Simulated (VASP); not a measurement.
**Ru: single point with RPBE+U**

Ru:

```
Ru
1.0
     0.00000    1.94020    1.94020
     1.94020    0.00000    1.94020
     1.94020    1.94020    0.00000
Ru
1
Direct
  0.00000 0.00000 0.00000
```

This cell differs from its parent crystal: volume scaled by 1.04.

```yaml
Program: VASP 6.6.1
Task: single point
Functional: RPBE
Potentials_or_basis: VASP PAW PBE potentials, release 64 (Ru_pv)
Cutoff: 520 eV
k_mesh: 12 × 12 × 12
Occupations: tetrahedron
Spin: no spin polarisation
Hubbard_terms: Ru d U = 6.0 eV
```

| Quantity | Value |
| --- | --- |
| Pressure | -10.9 GPa |
| Band gap on the k mesh | zero (band 7 reaches 13.61 eV, above the bottom of band 8 at 9.93 eV) |

Levels at points of the mesh, in eV from the Fermi level:
| k point | band 4 | band 5 | band 6 | band 7 | band 8 | band 9 | band 10 | band 11 |
| --- | --- | --- | --- | --- | --- | --- | --- | --- |
| (0.00, 0.00, 0.00) | -6.82 | -1.67 | -1.67 | -1.67 | -0.69 | -0.69 | 11.76 | 15.60 |
| (0.50, 0.00, 0.00) | -4.92 | -2.55 | -2.55 | 1.65 | 1.80 | 1.80 | 9.89 | 11.76 |
| (0.50, 0.50, 0.00) | -6.05 | -4.71 | 0.93 | 2.67 | 2.67 | 4.07 | 11.76 | 12.86 |

Eigenvalues of the final occupation matrices:
| site | spin | trace | eigenvalues |
| --- | --- | --- | --- |
| site 1 d | 1 | 3.02 | 0.52 0.52 0.52 0.73 0.73 |
| site 1 d | 2 | 3.02 | 0.52 0.52 0.52 0.73 0.73 |

It took 25 s on 1 thread of Intel(R) Xeon(R) Platinum 8259CL CPU @ 2.50GHz (Skylake/Cascade Lake) (shared host), peak memory 0.13 GiB.

Caveat: the PAW data sets were made with another functional, which shifts forces and pressure a little; U without spin polarisation on a metal has little footing; the U is typed as a test and isn't derived for this compound; tetrahedron occupations give inexact forces and stress in metals.
